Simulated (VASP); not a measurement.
Set up this calculation in VASP 6.6.1, as the native input.

```
Task                   : single point
Functional             : r2SCAN
Potentials or basis    : VASP PAW PBE potentials, release 64 (Si)
Cutoff                 : 520 eV
k mesh                 : 12 × 12 × 12
Occupations            : gaussian, width 0.03 eV
Spin                   : no spin polarisation
Dipole correction      : no
Further INCAR settings : ALGO = Normal; EDIFF = 1e-07; NBANDS = 16
```

The system is Si.

```xyz
4
Lattice="-3.2215 3.2215 2.0485 3.2215 -3.2215 2.0485 3.2215 3.2215 -2.0485" Properties=species:S:1:pos:R:3 pbc="T T T"
Si    1.1520    1.1520    0.0000
Si    2.0695    2.0695    2.0485
Si    2.0695   -2.0695    2.0485
Si   -2.0695    2.0695    2.0485
```

This cell differs from its parent crystal: ratio of the length along z to the lengths across it x 1.1, volume and fractional coordinates fixed.

One way to write it, as run:

POSCAR

```
Si
1.0
   -3.2214553397      3.2214553397      2.0484984592
    3.2214553397     -3.2214553397      2.0484984592
    3.2214553397      3.2214553397     -2.0484984592
Si
4
Direct
    0.1788010600      0.1788010600      0.3576021200
    0.8211989400      0.8211989400      0.6423978800
    0.1788010600      0.8211989400      0.0000000000
    0.8211989400      0.1788010600      0.0000000000
```

INCAR.step1

```
PREC = Accurate
ENCUT = 520
ISMEAR = 0
SIGMA = 0.03
LREAL = F
LASPH = T
NELM = 80
NBANDS = 16
GGA = PE
ALGO = Normal
EDIFF = 1E-4
LWAVE = T
LCHARG = F
```

INCAR.step2

```
PREC = Accurate
ENCUT = 520
EDIFF = 1E-7
ISMEAR = 0
SIGMA = 0.03
LREAL = F
LASPH = T
NELM = 80
ALGO = Normal
ISIF = 2
LWAVE = F
LCHARG = F
METAGGA = R2SCAN
LMIXTAU = T
NBANDS = 16
ISTART = 1
```

KPOINTS

```
Automatic mesh
0
Gamma
  12 12 12
```

Potentials or basis: VASP PAW PBE potentials, release 64 (Si).

Run with:

```bash
$ cat potpaw_PBE.64/Si/POTCAR > POTCAR
$ cp INCAR.step1 INCAR
$ mpirun -np 1 vasp_std > vasp.out
$ cp INCAR.step2 INCAR
$ mpirun -np 1 vasp_std > vasp.out
```

Results of the run:

| Item | Value |
| --- | --- |
| Pressure | 0.4 GPa |
| Largest force | 1.137 eV/Å |
| Band gap on the k mesh | zero (band 8 reaches 5.51 eV, above the bottom of band 9 at 5.33 eV) |

Caveat: the PAW data sets were made with another functional, which shifts forces and pressure a little.

Run time: 12 min on 1 thread of Intel Xeon 6975P-C (shared host), peak memory 0.35 GiB.
